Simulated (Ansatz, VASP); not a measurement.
Ti12HN12 in VASP and in Ansatz

```
CELL_PARAMETERS angstrom
5.94736 0.00000 0.00000
0.00000 5.94736 0.00000
0.00000 0.00000 21.65336
ATOMIC_POSITIONS crystal
Ti 0.25000 0.25000 0.18473
Ti 0.25000 0.75000 0.18473
Ti 0.75000 0.25000 0.18473
Ti 0.75000 0.75000 0.18473
Ti 0.00000 0.00000 0.28018
Ti 0.00000 0.50000 0.28018
Ti 0.50000 0.00000 0.28018
Ti 0.50000 0.50000 0.28018
Ti 0.25000 0.25000 0.37159
Ti 0.25000 0.75000 0.37159
Ti 0.75000 0.25000 0.37159
Ti 0.75000 0.75000 0.37159
N 0.00000 0.00000 0.18473
N 0.00000 0.50000 0.18473
N 0.50000 0.00000 0.18473
N 0.50000 0.50000 0.18473
N 0.25000 0.25000 0.27868
N 0.25000 0.75000 0.27868
N 0.75000 0.25000 0.27868
N 0.75000 0.75000 0.27868
N 0.00000 0.00000 0.38116
N 0.00000 0.50000 0.38116
N 0.50000 0.00000 0.38116
N 0.50000 0.50000 0.38116
H 0.00000 0.08333 0.49661
```

Alike in both runs: task single point; functional PBE; dispersion D3(BJ); k mesh 5 × 5 × 1; occupations gaussian, width 0.1 eV; no spin polarisation.

|  | VASP | Ansatz |
| --- | --- | --- |
| version | VASP 6.6.1 | Ansatz 0.2.0 |
| potentials or method | VASP PAW PBE potentials, release 64 (Ti_sv, N, H), cutoff 520 eV | scalar-relativistic, plane waves, PAW |
| valence electrons in the cell | 205 | 205 |

```csv
,VASP,Ansatz,Ansatz less VASP
gap on the k mesh at the Fermi level (eV),none,none,-
rms of the force components (eV/Å),0.637,0.634,-0.0030
"work function, face that differs most (eV)",2.44,2.44,-0.003
```

A gap of «none» marks a metal or a gap that the smearing closes. Ansatz's warnings: vacuum below fermi.
